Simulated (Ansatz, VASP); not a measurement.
## Hg: VASP beside Ansatz

The input INCAR:

```
  PREC = Accurate
  ENCUT = 600
  EDIFF = 1E-7
  ISMEAR = 0
  SIGMA = 0.05
  LREAL = F
  LASPH = T
  NELM = 60
  ALGO = Normal
  ISIF = 3
  LWAVE = F
  LCHARG = F
  GGA = PE
  IBRION = 2
  NSW = 80
  EDIFFG = -0.03
```

The input KPOINTS:

```
regular mesh
0
Gamma
  8 8 8
```

POSCAR

```
Hg
1.0
    1.7287050000      0.9980682971      2.2211333333
   -1.7287050000      0.9980682971      2.2211333333
    0.0000000000     -1.9961365942      2.2211333333
Hg
1
Direct
    0.0000000000      0.0000000000      0.0000000000
```

Input for Ansatz:

```yaml
crystal:
  lattice:
    - [1.728705, 0.9980682971, 2.2211333333]
    - [-1.728705, 0.9980682971, 2.2211333333]
    - [0.0, -1.9961365942, 2.2211333333]
  atoms:
    - { symbol: Hg, position: [0.0, 0.0, 0.0] }
basis:
  ecutwfc: 600
  ecutrho_ratio: 5
kpoints:
  mp_grid: { grid: [8, 8, 8] }
hamiltonian:
  xc: pbe
scf:
  occupations: { method: gaussian, width: 0.05 }
output:
  forces: true
  stress: true
  eigenvalues: true
relax:
  f_tol: 0.03
  max_steps: 60
  cell: { stress_tol: 0.3 }
```

Alike in both runs: task relaxation of cell and atoms; functional PBE; k mesh 8 × 8 × 8; occupations gaussian, width 0.05 eV; no spin polarisation.

```csv
,VASP,Ansatz
version,VASP 6.6.1,Ansatz 0.2.0
potentials or method,"VASP PAW PBE potentials, release 64 (Hg), cutoff 600 eV","scalar-relativistic, plane waves, PAW"
valence electrons in the cell,12,20
```

```csv
,VASP,Ansatz,Ansatz less VASP
"gap on the k mesh at the Fermi level, each at its own relaxed structure (eV)",none,none,-
relaxed volume (Å³/atom),28.03,28.39,+0.359
relaxed cell length with the largest relative difference (Å),3.165,3.126,-0.0399
```

A gap of «none» marks a metal or a gap that the smearing closes. VASP's potentials hold 12 valence electrons a cell and Ansatz's 20, so a difference there can come from the potentials and not from the codes.

Neither program's run includes spin-orbit coupling. Noted on VASP's run: the volume moved by over 15 % at a fixed basis, so the end points are rough.
